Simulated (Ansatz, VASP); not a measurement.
# One calculation of NaF, two programs

```xyz
2
Lattice="0.0000 2.3253 2.2972 2.3253 0.0000 2.2972 2.3253 2.3253 0.0000" Properties=species:S:1:pos:R:3 pbc="T T T"
Na    0.0000    0.0000    0.0000
F     2.3253    2.3253    2.2972
```

Change from the starting cell: biaxial_xy strain +1.2%.

Alike in both runs: task single point; functional HSE06; k mesh 6 × 6 × 6; no spin polarisation.

|  | VASP | Ansatz |
| --- | --- | --- |
| version | VASP 6.6.1 | Ansatz 0.2.0 |
| potentials or method | VASP PAW PBE potentials, release 64 (Na_pv, F) | plane waves, PAW |
| plane-wave cutoff (eV) | 520 | 420 |
| occupations | gaussian, width 0.01 eV | fixed |
| valence electrons in the cell | 14 | 16 |

Ansatz gave:

| Item | Value |
| --- | --- |
| gap on the k mesh at the Fermi level (eV) | 8.49 |
| pressure (GPa) | 0.2 |
| traceless stress, the component that is largest in VASP (GPa) | 0.66 |

**Question.** Which values does VASP return?

**Answer.** gap on the k mesh at the Fermi level (eV): 8.46; pressure (GPa): 0.3; traceless stress, the component that is largest in VASP (GPa): 0.69.

VASP's potentials hold 14 valence electrons a cell and Ansatz's 16, so a difference there can come from the potentials and not from the codes. Ansatz's warnings: stress exchange threshold loose, stress scf threshold loose.
